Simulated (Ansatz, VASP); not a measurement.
**CdSe: VASP beside Ansatz**

```
CELL_PARAMETERS angstrom
4.38338 0.00000 0.00000
-2.19169 3.79612 0.00000
0.00000 0.00000 7.15355
ATOMIC_POSITIONS crystal
Cd 0.33333 0.66667 0.00458
Cd 0.66667 0.33333 0.50458
Se 0.33333 0.66667 0.38042
Se 0.66667 0.33333 0.88042
```

Alike in both runs: task single point; functional PBE; k mesh 6 × 6 × 4; no spin polarisation.

|  | VASP | Ansatz |
| --- | --- | --- |
| version | VASP 6.6.1 | Ansatz 0.2.0 |
| potentials or method | VASP PAW PBE potentials, release 64 (Cd, Se) | plane waves, PAW |
| plane-wave cutoff (eV) | 520 | 420 |
| occupations | gaussian, width 0.01 eV | fixed |
| valence electrons in the cell | 36 | 72 |

VASP gave:

```
gap on the k mesh at the Fermi level (eV) : 0.54
pressure (GPa)                            : 0.3
```

Question: Which values does Ansatz return?

Answer: gap on the k mesh at the Fermi level (eV): 0.54; pressure (GPa): 0.0.

VASP's potentials hold 36 valence electrons a cell and Ansatz's 72, so a difference there can come from the potentials and not from the codes.
